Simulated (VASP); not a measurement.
# YSi2Ir2 (I4/mmm) in VASP: single point with LDA

Aim: the single point of YSi2Ir2 with LDA.

All numbers are computed with VASP 6.6.1; they aren't measurements. Logs are shortened: lines on timing, memory, paths and dates and some standing lists are left out, and cuts for length are marked.

### 1 The cell of the first run

It takes space group I4/mmm (No. 139, tetragonal). The conventional cell has a = 4.014 Å, b = 4.014 Å, c = 9.837 Å, α = 90.00°, β = 90.00°, γ = 90.00°. Within 4.1 Å of Y (site symmetry 4/mmm) lie 10 Si at 3.08 to 3.73 Å and 8 Ir at 3.17 Å and 4 Y at 4.01 Å. Si (site symmetry 4mm) has 4 Ir at 2.37 Å and 1 Si at 2.38 Å and 4 Y at 3.08 Å within 3.1 Å. Ir (site symmetry -4m2) has 4 Si at 2.37 Å and 4 Ir at 2.84 Å and 4 Y at 3.17 Å within 3.2 Å.

### 2 Single point, LDA

The input, INCAR:

```
ALGO = Normal
EDIFF = 1E-6
ENCUT = 520
GGA = CA
ISIF = 2
ISMEAR = 0
LASPH = True
LCHARG = True
LELF = True
LREAL = False
LVHAR = True
LWAVE = False
NBANDS = 26
NELM = 100
PREC = Accurate
SIGMA = 0.05
```

The input, KPOINTS:

```
k-points
0
Gamma
  16 16 16
```

The input, POSCAR:

```
YSi2Ir2
1.0
   -2.0070095891      2.0070095891      4.9185069897
    2.0070095891     -2.0070095891      4.9185069897
    2.0070095891      2.0070095891     -4.9185069897
Y Si Ir
1 2 2
Direct
    0.0000000000      0.0000000000      0.0000000000
    0.3788469241      0.3788469241      0.0000000000
    0.6211530759      0.6211530759      0.0000000000
    0.7500000000      0.2500000000      0.5000000000
    0.2500000000      0.7500000000      0.5000000000
```

Potentials or basis: VASP PAW LDA potentials, release 64 (Y_sv, Si, Ir).

Started as:

```console
cat potpaw_LDA.64/Y_sv/POTCAR potpaw_LDA.64/Si/POTCAR potpaw_LDA.64/Ir/POTCAR > POTCAR
mpirun -np 1 vasp_std > vasp.out
```

OUTCAR:

```text
EDIFF = 1E-6
   ENCUT = 520
   GGA = CA
   ISIF = 2
   ISMEAR = 0
   LASPH = True
   LREAL = False
   NELM = 100
   PREC = Accurate

 ion  position               nearest neighbor table
   1  0.000  0.000  0.000-   3 3.08   3 3.08   2 3.08   3 3.08   2 3.08   2 3.08   3 3.08   2 3.08
                             5 3.17   4 3.17   5 3.17   4 3.17   4 3.17   4 3.17   5 3.17   5 3.17
   2  0.379  0.379  0.000-   4 2.37   5 2.37   5 2.37   4 2.37   3 2.38   1 3.08   1 3.08   1 3.08
                             1 3.08   1 3.73
   3  0.621  0.621  0.000-   5 2.37   4 2.37   4 2.37   5 2.37   2 2.38   1 3.08   1 3.08   1 3.08
                             1 3.08   1 3.73
   4  0.750  0.250  0.500-   2 2.37   3 2.37   2 2.37   3 2.37   5 2.84   5 2.84   5 2.84   5 2.84
                             1 3.17   1 3.17   1 3.17   1 3.17
   5  0.250  0.750  0.500-   2 2.37   3 2.37   2 2.37   3 2.37   4 2.84   4 2.84   4 2.84   4 2.84
                             1 3.17   1 3.17   1 3.17   1 3.17

  LATTYP: Found a body centered tetragonal cell.
 ALAT       =     4.0140191782
 C/A-ratio  =     2.4506644195

  Lattice vectors:

 A1 = (  -2.0070095891,   2.0070095891,   4.9185069897)
 A2 = (   2.0070095891,  -2.0070095891,   4.9185069897)
 A3 = (   2.0070095891,   2.0070095891,  -4.9185069897)

Analysis of symmetry for initial positions (statically):
=====================================================================
 Subroutine PRICEL returns:
 Original cell was already a primitive cell.

 Routine SETGRP: Setting up the symmetry group for a
 body centered tetragonal supercell.

 Subroutine GETGRP returns: Found 16 space group operations
 (whereof 16 operations were pure point group operations)
 out of a pool of 16 trial point group operations.

The static configuration has the point symmetry D_4h.

Analysis of symmetry for dynamics (positions and initial velocities):
=====================================================================
 Subroutine PRICEL returns:
 Original cell was already a primitive cell.

 Routine SETGRP: Setting up the symmetry group for a
 body centered tetragonal supercell.

 Subroutine GETGRP returns: Found 16 space group operations
 (whereof 16 operations were pure point group operations)
 out of a pool of 16 trial point group operations.

The dynamic configuration has the point symmetry D_4h.

 Subroutine INISYM returns: Found 16 space group operations
 (whereof 16 operations are pure point group operations),
 and found     1 'primitive' translations

----------------------------------------------------------------------------------------

                                     Primitive cell

  volume of cell :      79.2487

  direct lattice vectors                    reciprocal lattice vectors
    -2.007009589  2.007009589  4.918506990     0.000000000  0.249126862  0.101656865
     2.007009589 -2.007009589  4.918506990     0.249126862  0.000000000  0.101656865
     2.007009589  2.007009589 -4.918506990     0.249126862  0.249126862  0.000000000

  length of vectors
     5.678722214  5.678722214  5.678722214     0.269069343  0.269069343  0.352318586

  position of ions in fractional coordinates (direct lattice)
     0.000000000  0.000000000  0.000000000
     0.378846924  0.378846924  0.000000000
     0.621153076  0.621153076  0.000000000
     0.750000000  0.250000000  0.500000000
     0.250000000  0.750000000  0.500000000

  ion indices of the primitive-cell ions
   primitive index   ion index
                 1           1
                 2           2
                 3           3
                 4           4
                 5           5

----------------------------------------------------------------------------------------

 KPOINTS: k-points

Automatic generation of k-mesh.
 Grid dimensions read from file:
 generate k-points for:   16   16   16

 Generating k-lattice:

  Cartesian coordinates                     Fractional coordinates (reciprocal lattice)
     0.000000000  0.015570429  0.006353554     0.062500000  0.000000000 -0.000000000
     0.015570429  0.000000000  0.006353554     0.000000000  0.062500000 -0.000000000
     0.015570429  0.015570429  0.000000000     0.000000000  0.000000000  0.062500000

  Length of vectors
     0.016816834  0.016816834  0.022019912

  Shift w.r.t. Gamma in fractional coordinates (k-lattice)
     0.000000000  0.000000000  0.000000000

 Subroutine IBZKPT returns following result:
 ===========================================

 Found    349 irreducible k-points:

 Following reciprocal coordinates:
            Coordinates               Weight
  0.000000  0.000000  0.000000      1.000000
  0.062500  0.000000  0.000000      8.000000
  0.125000  0.000000  0.000000      8.000000
  0.187500  0.000000  0.000000      8.000000
  0.250000  0.000000  0.000000      8.000000
  0.312500  0.000000 -0.000000      8.000000
[... 16 lines left out ...]
 -0.125000  0.062500  0.000000     16.000000
 -0.062500  0.062500  0.000000      4.000000
 [... further k-points ...]
   k-points           NKPTS =    349   k-points in BZ     NKDIM =    349   number of bands    NBANDS=     26
   number of dos      NEDOS =    301   number of ions     NIONS =      5
   total plane-waves  NPLWV =  74088
   dimension x,y,z NGX =    42 NGY =   42 NGZ =   42
   dimension x,y,z NGXF=    84 NGYF=   84 NGZF=   84
   ions per type =               1   2   2
   NGX,Y,Z   is equivalent  to a cutoff of  12.30, 12.30, 12.30 a.u.
   NGXF,Y,Z  is equivalent  to a cutoff of  24.59, 24.59, 24.59 a.u.
 SYSTEM =  unknown system
   PREC   = accura    normal or accurate (medium, high low for compatibility)
   ISTART =      0    job   : 0-new  1-cont  2-samecut
   ICHARG =      2    charge: 1-file 2-atom 10-const
   ISPIN  =      1    spin polarized calculation?
   LNONCOLLINEAR =      F non collinear calculations
   LSORBIT =      F    spin-orbit coupling
   LASPH  =      T    aspherical Exc in radial PAW
   ENCUT  =  520.0 eV  38.22 Ry    6.18 a.u.  10.56 10.56 10.56*2*pi/ulx,y,z
   NELM   =    100;   NELMIN=  2; NELMDL= -5     # of ELM steps
   EDIFF  = 0.1E-05   stopping-criterion for ELM
   LREAL  =      F    real-space projection
   EDIFFG = 0.1E-04   stopping-criterion for IOM
   NSW    =      0    number of steps for IOM
   IBRION =     -1    ionic relax: 0-MD 1-quasi-New 2-CG
   NFREE  =      0    steps in history (QN), initial steepest desc. (CG)
   ISIF   =      2    stress and relaxation
   ISYM   =      2    0-nonsym 1-usesym 2-fastsym
   POTIM  = 0.5000    time-step for ionic-motion
   TEBEG  =    0.0;   TEEND  =   0.0 temperature during run
   PSTRESS=    0.0 pullay stress
   NELECT =      37.0000    total number of electrons
   NUPDOWN=      -1.0000    fix difference up-down
   EMIN   =  10.00;   EMAX   =-10.00  energy-range for DOS
   EFERMI =   0.00;   METHOD = LEGACY
   ISMEAR =     0;   SIGMA  =   0.05  broadening in eV -4-tet -1-fermi 0-gaus
   EFERMI_NEDOS =   21; number of points for ismear=-14 and -15
   IALGO  =     38    algorithm
   IMIX   =      4    mixing-type and parameters
     AMIX     =   0.40;   BMIX     =  1.00
     AMIX_MAG =   1.60;   BMIX_MAG =  1.00
  volume/ion in A,a.u.               =      15.85       106.96
  Fermi-wavevector in a.u.,A,eV,Ry     =   1.270022  2.399994 21.945607  1.612957
  Thomas-Fermi vector in A             =   2.403032
   LORBIT       =      0    0 simple, 1 ext, 2 COOP (PROOUT), +10 PAW based schemes
   GGA     = CA    functional components
   LHFCALC =     F    Hartree Fock is set to
   AEXX    =    0.0000 exact exchange contribution
   IVDW    =     0    specifies the selected vdW correction
   LEPSILON=     F    determine dielectric tensor
   LRPA    =     F    only Hartree local field effects (RPA)
 non-spin polarized calculation
 Gauss-broadening in eV      SIGMA  =   0.05
  energy-cutoff  :      520.00
  volume of cell :       79.25
 maximum number of plane-waves:      2170
   NGX = 21   NGY = 21   NGZ = 21

 number of electron      36.9999998 magnetization

 Free energy of the ion-electron system (eV)
  ---------------------------------------------------
  ext. energy  EPLUGINS =         0.00000000
  ---------------------------------------------------
  free energy    TOTEN  =       -45.24918654 eV

  energy without entropy =      -45.24657659  energy(sigma->0) =      -45.24788157

 E-fermi :   8.6322     XC(G=0): -12.2298

 val. band max:        8.6161547074   @ k =  -0.1250  -0.2500   0.0625
 cond. band min:       8.6327278135   @ k =   0.3750   0.1875  -0.0000
 fundamental gap:      0.0165731061
 Fermi energy:         8.6322075543

 k-point     1 :       0.0000    0.0000    0.0000
  band No.  band energies     occupation
      1     -33.5293      2.00000
      2     -13.7158      2.00000
      3     -13.6858      2.00000
      4     -13.6858      2.00000
      5      -3.3835      2.00000
      6      -0.1366      2.00000
[... 18 lines left out ...]
     25      12.9424      0.00000
     26      13.3629      0.00000

 k-point     2 :       0.0625    0.0000    0.0000
  band No.  band energies     occupation
      1     -33.5290      2.00000
      2     -13.7156      2.00000
      3     -13.6915      2.00000
      4     -13.6852      2.00000
      5      -3.3346      2.00000
      6      -0.1329      2.00000
[... 18 lines left out ...]
     25      13.1261      0.00000
     26      13.3009      0.00000

 k-point     3 :       0.1250    0.0000    0.0000
  band No.  band energies     occupation
      1     -33.5283      2.00000
      2     -13.7154      2.00000
      3     -13.7075      2.00000
      4     -13.6832      2.00000
      5      -3.1905      2.00000
      6      -0.1237      2.00000
[... 572 lines left out ...]
 k-point    23 :      -0.1250    0.0625    0.0000
  band No.  band energies     occupation
      1     -33.5281      2.00000
      2     -13.7140      2.00000
      3     -13.7072      2.00000
      4     -13.6888      2.00000
      5      -3.1685      2.00000
      6      -0.0598      2.00000
[... 18 lines left out ...]
     25      13.2367      0.00000
     26      13.9490      0.00000

 k-point    24 :      -0.0625    0.0625    0.0000
  band No.  band energies     occupation
      1     -33.5288      2.00000
      2     -13.7149      2.00000
      3     -13.6919      2.00000
      4     -13.6899      2.00000
      5      -3.2988      2.00000
      6      -0.0980      2.00000
[... 18 lines left out ...]
     25      13.2714      0.00000
     26      13.3692      0.00000

 [... further k-points ...]

------------------------ aborting loop because EDIFF is reached ----------------------------------------

  FORCE on cell =-STRESS in cart. coord.  units (eV):
  Direction    XX          YY          ZZ          XY          YZ          ZX
  --------------------------------------------------------------------------------------
  -------------------------------------------------------------------------------------
  Total        0.5366166      0.5366166      0.3364526      0.0000000     -0.0000000      0.0000000
  in kB       10.8488207     10.8488207      6.8020892      0.0000000     -0.0000000      0.0000000
  external PRESSURE =       9.4999102 kB  Pullay stress =       0.0000000 kB

 VOLUME and BASIS-vectors are now :
 -----------------------------------------------------------------------------
  energy-cutoff  :      520.00
  volume of cell :       79.25
      direct lattice vectors                 reciprocal lattice vectors
    -2.007009589  2.007009589  4.918506990     0.000000000  0.249126862  0.101656865
     2.007009589 -2.007009589  4.918506990     0.249126862  0.000000000  0.101656865
     2.007009589  2.007009589 -4.918506990     0.249126862  0.249126862  0.000000000

 POSITION                                       TOTAL-FORCE (eV/Angst)
 -----------------------------------------------------------------------------------
      0.00000      0.00000      0.00000         0.000000      0.000000     -0.000000
      0.00000      0.00000      3.72672        -0.000000     -0.000000      0.116986
      0.00000      0.00000      6.11029         0.000000      0.000000     -0.116986
      0.00000      2.00701      2.45925         0.000000      0.000000     -0.000000
      2.00701      0.00000      2.45925         0.000000      0.000000     -0.000000
 -----------------------------------------------------------------------------------
    total drift:                               -0.000000     -0.000000     -0.000000

  FREE ENERGIE OF THE ION-ELECTRON SYSTEM (eV)
  ---------------------------------------------------
  free  energy   TOTEN  =       -45.2491865402 eV

  energy  without entropy=      -45.2465765899  energy(sigma->0) =      -45.24788157
```

It took 12 min on 1 thread of AMD EPYC 7R13 (Zen 3), shared host; peak memory 0.8 GiB.

What came out:

```
Free energy            : -45.2492 eV
Pressure               : 0.9 GPa
Largest force          : 0.117 eV/Å
Band gap on the k mesh : zero (an odd number of electrons rules out a gap without spin polarisation)
```

Forces on the atoms (eV/Å):
```
Y    0.000  0.000  0.000
Si   0.000  0.000  0.117
Si   0.000  0.000 -0.117
Ir   0.000  0.000  0.000
Ir   0.000  0.000  0.000
```

Stress tensor (GPa, compression positive):
```
1.08 0.00 0.00
0.00 1.08 0.00
0.00 0.00 0.68
```

Levels at points of the mesh, in eV from the Fermi level:
```csv
k point,band 16,band 17,band 18,band 19,band 20,band 21,band 22,band 23
"(0.00, 0.00, 0.00)",-1.15,-1.15,-1.10,-0.69,0.75,2.38,2.38,2.63
"(0.50, 0.00, 0.00)",-3.15,-2.45,-1.54,-0.13,2.01,2.17,3.06,3.67
"(0.50, 0.50, 0.00)",-1.92,-1.84,-1.76,-1.64,1.09,1.31,3.63,3.66
"(0.50, 0.50, 0.50)",-0.49,-0.49,-0.36,0.75,1.84,2.18,3.63,3.70
```

Caveat: spin-orbit coupling is left out, which moves the levels of the heavy elements.
